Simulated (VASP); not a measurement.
# Sr (Fm-3m) in VASP: notebook

The runs below take Sr through single point, relaxation of cell and atoms, with BLYP.

All numbers are computed with VASP 6.6.1; they aren't measurements. Logs are shortened: lines on timing, memory, paths and dates and some standing lists are left out, and cuts for length are marked.

**1. The cell of the first run**

It takes space group Fm-3m (No. 225, cubic). The conventional cell has a = 6.085 Å, b = 6.085 Å, c = 6.085 Å, α = 90.00°, β = 90.00°, γ = 90.00°. Within 5.6 Å of Sr (site symmetry m-3m) lie 12 Sr at 4.30 Å.

**2. Single point, BLYP**

Contents of INCAR:

```
PREC = Accurate ; ENCUT = 520
EDIFF = 1E-6 ; ISMEAR = -1
SIGMA = 0.1 ; LREAL = False
LASPH = True ; NELM = 100
ALGO = Normal ; ISIF = 2
LWAVE = False ; LCHARG = False
GGA = B5 ; ALDAX = 1.0
AGGAX = 1.0 ; AGGAC = 1.0
ALDAC = 0.0 ; NBANDS = 11
```

Contents of KPOINTS:

```
Automatic mesh
0
Gamma
  9 9 9
```

Contents of POSCAR:

```
Sr
1.0
    0.0000000000      3.0423500000      3.0423500000
    3.0423500000      0.0000000000      3.0423500000
    3.0423500000      3.0423500000      0.0000000000
Sr
1
Direct
    0.0000000000      0.0000000000      0.0000000000
```

Potentials or basis: VASP PAW PBE potentials, release 64 (Sr_sv).

Run with:

```sh
$ cat potpaw_PBE.64/Sr_sv/POTCAR > POTCAR
$ mpirun -np 1 vasp_std > vasp.out
```

OUTCAR:

```text
PREC = Accurate
   ENCUT = 520
   EDIFF = 1E-6
   ISMEAR = -1
   LREAL = False
   LASPH = True
   NELM = 100
   ISIF = 2
   GGA = B5

 ion  position               nearest neighbor table
   1  0.000  0.000  0.000-

  LATTYP: Found a face centered cubic cell.
 ALAT       =     6.0847000000

  Lattice vectors:

 A1 = (   0.0000000000,   3.0423500000,   3.0423500000)
 A2 = (   3.0423500000,   0.0000000000,   3.0423500000)
 A3 = (   3.0423500000,   3.0423500000,   0.0000000000)

Analysis of symmetry for initial positions (statically):
=====================================================================
 Subroutine PRICEL returns:
 Original cell was already a primitive cell.

 Routine SETGRP: Setting up the symmetry group for a
 face centered cubic supercell.

 Subroutine GETGRP returns: Found 48 space group operations
 (whereof 48 operations were pure point group operations)
 out of a pool of 48 trial point group operations.

The static configuration has the point symmetry O_h .

Analysis of symmetry for dynamics (positions and initial velocities):
=====================================================================
 Subroutine PRICEL returns:
 Original cell was already a primitive cell.

 Routine SETGRP: Setting up the symmetry group for a
 face centered cubic supercell.

 Subroutine GETGRP returns: Found 48 space group operations
 (whereof 48 operations were pure point group operations)
 out of a pool of 48 trial point group operations.

The dynamic configuration has the point symmetry O_h .

 Subroutine INISYM returns: Found 48 space group operations
 (whereof 48 operations are pure point group operations),
 and found     1 'primitive' translations

----------------------------------------------------------------------------------------

                                     Primitive cell

  volume of cell :      56.3193

  direct lattice vectors                    reciprocal lattice vectors
     0.000000000  3.042350000  3.042350000    -0.164346640  0.164346640  0.164346640
     3.042350000  0.000000000  3.042350000     0.164346640 -0.164346640  0.164346640
     3.042350000  3.042350000  0.000000000     0.164346640  0.164346640 -0.164346640

  length of vectors
     4.302532631  4.302532631  4.302532631     0.284656730  0.284656730  0.284656730

  position of ions in fractional coordinates (direct lattice)
     0.000000000  0.000000000  0.000000000

  ion indices of the primitive-cell ions
   primitive index   ion index
                 1           1

----------------------------------------------------------------------------------------

 KPOINTS: Automatic mesh

Automatic generation of k-mesh.
 Grid dimensions read from file:
 generate k-points for:    9    9    9

 Generating k-lattice:

  Cartesian coordinates                     Fractional coordinates (reciprocal lattice)
    -0.018260738  0.018260738  0.018260738     0.111111111  0.000000000  0.000000000
     0.018260738 -0.018260738  0.018260738     0.000000000  0.111111111  0.000000000
     0.018260738  0.018260738 -0.018260738     0.000000000  0.000000000  0.111111111

  Length of vectors
     0.031628526  0.031628526  0.031628526

  Shift w.r.t. Gamma in fractional coordinates (k-lattice)
     0.000000000  0.000000000  0.000000000

 Subroutine IBZKPT returns following result:
 ===========================================

 Found     35 irreducible k-points:

 Following reciprocal coordinates:
            Coordinates               Weight
  0.000000  0.000000  0.000000      1.000000
  0.111111  0.000000  0.000000      8.000000
  0.222222  0.000000  0.000000      8.000000
  0.333333  0.000000  0.000000      8.000000
  0.444444  0.000000  0.000000      8.000000
  0.111111  0.111111  0.000000      6.000000
[... 16 lines left out ...]
 -0.333333  0.333333  0.000000     12.000000
  0.444444  0.444444  0.000000      6.000000
 [... further k-points ...]
   k-points           NKPTS =     35   k-points in BZ     NKDIM =     35   number of bands    NBANDS=     11
   number of dos      NEDOS =    301   number of ions     NIONS =      1
   total plane-waves  NPLWV =  32768
   dimension x,y,z NGX =    32 NGY =   32 NGZ =   32
   dimension x,y,z NGXF=    64 NGYF=   64 NGZF=   64
   ions per type =               1
   NGX,Y,Z   is equivalent  to a cutoff of  12.36, 12.36, 12.36 a.u.
   NGXF,Y,Z  is equivalent  to a cutoff of  24.73, 24.73, 24.73 a.u.
 SYSTEM =  unknown system
   PREC   = accura    normal or accurate (medium, high low for compatibility)
   ISTART =      0    job   : 0-new  1-cont  2-samecut
   ICHARG =      2    charge: 1-file 2-atom 10-const
   ISPIN  =      1    spin polarized calculation?
   LNONCOLLINEAR =      F non collinear calculations
   LSORBIT =      F    spin-orbit coupling
   LASPH  =      T    aspherical Exc in radial PAW
   ENCUT  =  520.0 eV  38.22 Ry    6.18 a.u.   8.00  8.00  8.00*2*pi/ulx,y,z
   NELM   =    100;   NELMIN=  2; NELMDL= -5     # of ELM steps
   EDIFF  = 0.1E-05   stopping-criterion for ELM
   LREAL  =      F    real-space projection
   EDIFFG = 0.1E-04   stopping-criterion for IOM
   NSW    =      0    number of steps for IOM
   IBRION =     -1    ionic relax: 0-MD 1-quasi-New 2-CG
   NFREE  =      0    steps in history (QN), initial steepest desc. (CG)
   ISIF   =      2    stress and relaxation
   ISYM   =      2    0-nonsym 1-usesym 2-fastsym
   POTIM  = 0.5000    time-step for ionic-motion
   TEBEG  =    0.0;   TEEND  =   0.0 temperature during run
   PSTRESS=    0.0 pullay stress
   NELECT =      10.0000    total number of electrons
   NUPDOWN=      -1.0000    fix difference up-down
   EMIN   =  10.00;   EMAX   =-10.00  energy-range for DOS
   EFERMI =   0.00;   METHOD = LEGACY
   ISMEAR =    -1;   SIGMA  =   0.10  broadening in eV -4-tet -1-fermi 0-gaus
   EFERMI_NEDOS =   21; number of points for ismear=-14 and -15
   IALGO  =     38    algorithm
   IMIX   =      4    mixing-type and parameters
     AMIX     =   0.40;   BMIX     =  1.00
     AMIX_MAG =   1.60;   BMIX_MAG =  1.00
  volume/ion in A,a.u.               =      56.32       380.06
  Fermi-wavevector in a.u.,A,eV,Ry     =   0.920144  1.738819 11.519569  0.846664
  Thomas-Fermi vector in A             =   2.045416
   LORBIT       =      0    0 simple, 1 ext, 2 COOP (PROOUT), +10 PAW based schemes
   GGA     = B5    functional components
   LHFCALC =     F    Hartree Fock is set to
   AEXX    =    0.0000 exact exchange contribution
   IVDW    =     0    specifies the selected vdW correction
   LEPSILON=     F    determine dielectric tensor
   LRPA    =     F    only Hartree local field effects (RPA)
 non-spin polarized calculation
  energy-cutoff  :      520.00
  volume of cell :       56.32
 maximum number of plane-waves:      1536
   NGX = 15   NGY = 15   NGZ = 15

 number of electron      10.0000000 magnetization

 Free energy of the ion-electron system (eV)
  ---------------------------------------------------
  ext. energy  EPLUGINS =         0.00000000
  ---------------------------------------------------
  free energy    TOTEN  =        -0.95203558 eV

  energy without entropy =       -0.90657385  energy(sigma->0) =       -0.92930472

 E-fermi :   1.9580     XC(G=0):  -6.8291

 val. band max:        1.9169725723   @ k =  -0.3333   0.4444   0.2222
 cond. band min:       2.0374691812   @ k =  -0.4444   0.2222   0.0000
 fundamental gap:      0.1204966089
 Fermi energy:         1.9579694944

 k-point     1 :       0.0000    0.0000    0.0000
  band No.  band energies     occupation
      1     -34.7829      2.00000
      2     -16.7372      2.00000
      3     -16.7372      2.00000
      4     -16.7372      2.00000
      5      -1.6154      2.00000
      6       4.1092      0.00000
      7       4.1092      0.00000
      8       4.1092      0.00000
      9       5.4657      0.00000
     10       5.4657      0.00000
     11       9.1410      0.00000

 k-point     2 :       0.1111    0.0000    0.0000
  band No.  band energies     occupation
      1     -34.7814      2.00000
      2     -16.7587      2.00000
      3     -16.7402      2.00000
      4     -16.7402      2.00000
      5      -1.4211      2.00000
      6       3.8498      0.00000
      7       4.1946      0.00000
      8       4.1946      0.00000
      9       5.3674      0.00000
     10       5.3674      0.00000
     11       9.5855      0.00000

 k-point     3 :       0.2222    0.0000    0.0000
  band No.  band energies     occupation
      1     -34.7777      2.00000
      2     -16.8124      2.00000
      3     -16.7476      2.00000
      4     -16.7476      2.00000
      5      -0.8718      2.00000
      6       3.2969      0.00000
      7       4.2769      0.00000
      8       4.2769      0.00000
      9       5.3657      0.00000
     10       5.3657      0.00000
     11       8.9144      0.00000

 k-point     4 :       0.3333    0.0000    0.0000
  band No.  band energies     occupation
      1     -34.7735      2.00000
      2     -16.8724      2.00000
      3     -16.7559      2.00000
      4     -16.7559      2.00000
      5      -0.0803      2.00000
      6       2.7167      0.00101
      7       4.1316      0.00000
      8       4.1316      0.00000
      9       5.8170      0.00000
     10       5.8170      0.00000
     11       7.9321      0.00000

 k-point     5 :       0.4444    0.0000    0.0000
  band No.  band energies     occupation
      1     -34.7708      2.00000
      2     -16.9110      2.00000
      3     -16.7614      2.00000
      4     -16.7614      2.00000
      5       0.6785      1.99999
      6       2.2193      0.13660
      7       3.9860      0.00000
      8       3.9860      0.00000
      9       6.3552      0.00000
     10       6.3552      0.00000
     11       7.2566      0.00000

 k-point     6 :       0.1111    0.1111    0.0000
  band No.  band energies     occupation
      1     -34.7810      2.00000
      2     -16.7581      2.00000
      3     -16.7450      2.00000
      4     -16.7450      2.00000
      5      -1.3566      2.00000
      6       3.7789      0.00000
      7       4.2383      0.00000
      8       4.2383      0.00000
      9       5.0611      0.00000
     10       5.5630      0.00000
     11       9.7643      0.00000

 k-point     7 :       0.2222    0.1111    0.0000
  band No.  band energies     occupation
      1     -34.7780      2.00000
      2     -16.7979      2.00000
      3     -16.7538      2.00000
      4     -16.7509      2.00000
      5      -0.9251      2.00000
      6       3.3711      0.00000
      7       4.2754      0.00000
      8       4.3710      0.00000
      9       4.8673      0.00000
     10       5.6560      0.00000
     11       9.5794      0.00000

 k-point     8 :       0.3333    0.1111    0.0000
  band No.  band energies     occupation
      1     -34.7740      2.00000
      2     -16.8534      2.00000
      3     -16.7625      2.00000
      4     -16.7605      2.00000
      5      -0.2039      2.00000
      6       2.8634      0.00023
      7       3.9592      0.00000
      8       4.3278      0.00000
      9       5.3388      0.00000
     10       5.9973      0.00000
     11       8.3845      0.00000
[... 141 lines left out ...]
 k-point    19 :      -0.2222    0.2222    0.0000
  band No.  band energies     occupation
      1     -34.7720      2.00000
      2     -16.8574      2.00000
      3     -16.7983      2.00000
      4     -16.7567      2.00000
      5       0.2288      2.00000
      6       2.8565      0.00025
      7       3.4082      0.00000
      8       4.5809      0.00000
      9       5.0759      0.00000
     10       6.5399      0.00000
     11       8.0924      0.00000

 k-point    20 :       0.3333    0.3333    0.0000
  band No.  band energies     occupation
      1     -34.7704      2.00000
      2     -16.8658      2.00000
      3     -16.7866      2.00000
      4     -16.7866      2.00000
      5       0.3861      2.00000
      6       2.5895      0.00361
      7       3.3698      0.00000
      8       5.3317      0.00000
      9       5.3317      0.00000
     10       6.1637      0.00000
     11       9.1994      0.00000

 k-point    21 :       0.4444    0.3333    0.0000
  band No.  band energies     occupation
      1     -34.7681      2.00000
      2     -16.8855      2.00000
      3     -16.8019      2.00000
      4     -16.7929      2.00000
      5       0.9729      1.99989
      6       2.4135      0.02081
      7       3.0869      0.00003
      8       5.4272      0.00000
      9       5.9001      0.00000
     10       6.5106      0.00000
     11       7.4368      0.00000

 k-point    22 :      -0.4444    0.3333    0.0000
  band No.  band energies     occupation
      1     -34.7669      2.00000
      2     -16.8839      2.00000
      3     -16.8283      2.00000
      4     -16.7906      2.00000
      5       1.6257      1.93043
      6       2.2262      0.12804
      7       2.9102      0.00015
      8       5.1763      0.00000
      9       5.8114      0.00000
     10       6.4594      0.00000
     11       7.1502      0.00000

 k-point    23 :      -0.3333    0.3333    0.0000
  band No.  band energies     occupation
      1     -34.7673      2.00000
      2     -16.8582      2.00000
      3     -16.8572      2.00000
      4     -16.7807      2.00000
      5       1.7948      1.67287
      6       2.2483      0.10401
      7       2.7346      0.00085
      8       4.8552      0.00000
      9       5.7174      0.00000
     10       5.9855      0.00000
     11       8.1559      0.00000

 k-point    24 :       0.4444    0.4444    0.0000
  band No.  band energies     occupation
      1     -34.7668      2.00000
      2     -16.9012      2.00000
      3     -16.8010      2.00000
      4     -16.8010      2.00000
      5       1.1993      1.99899
      6       2.2903      0.06953
      7       3.0747      0.00003
      8       6.3154      0.00000
      9       6.3154      0.00000
     10       6.4117      0.00000
     11       7.6020      0.00000

 [... further k-points ...]
[... 5 lines left out ...]
  --------------------------------------------------------------------------------------
  -------------------------------------------------------------------------------------
  Total        0.0087719      0.0087719      0.0087719     -0.0000000     -0.0000000     -0.0000000
  in kB        0.2495436      0.2495436      0.2495436     -0.0000000     -0.0000000     -0.0000000
  external PRESSURE =       0.2495436 kB  Pullay stress =       0.0000000 kB

 VOLUME and BASIS-vectors are now :
 -----------------------------------------------------------------------------
  energy-cutoff  :      520.00
  volume of cell :       56.32
      direct lattice vectors                 reciprocal lattice vectors
     0.000000000  3.042350000  3.042350000    -0.164346640  0.164346640  0.164346640
     3.042350000  0.000000000  3.042350000     0.164346640 -0.164346640  0.164346640
     3.042350000  3.042350000  0.000000000     0.164346640  0.164346640 -0.164346640

 POSITION                                       TOTAL-FORCE (eV/Angst)
 -----------------------------------------------------------------------------------
      0.00000      0.00000      0.00000        -0.000000     -0.000000      0.000000
 -----------------------------------------------------------------------------------
    total drift:                                0.000000      0.000000      0.000000

  FREE ENERGIE OF THE ION-ELECTRON SYSTEM (eV)
  ---------------------------------------------------
  free  energy   TOTEN  =        -0.9520355838 eV

  energy  without entropy=       -0.9065738465  energy(sigma->0) =       -0.92930472
```

It took 35 s on 1 thread of AMD EPYC 7R43 (Zen 3), shared host; peak memory 0.14 GiB.

What came out:

```
Free energy : -0.9520 eV
Pressure    : 0.0 GPa
```

Levels at points of the mesh, in eV from the Fermi level:
| k point | band 2 | band 3 | band 4 | band 5 | band 6 | band 7 | band 8 | band 9 |
| --- | --- | --- | --- | --- | --- | --- | --- | --- |
| (0.00, 0.00, 0.00) | -18.70 | -18.70 | -18.70 | -3.57 | 2.15 | 2.15 | 2.15 | 3.51 |

Caveat: the PAW data sets were made with another functional, which shifts forces and pressure a little.

(Continued in part 2 of 3.)
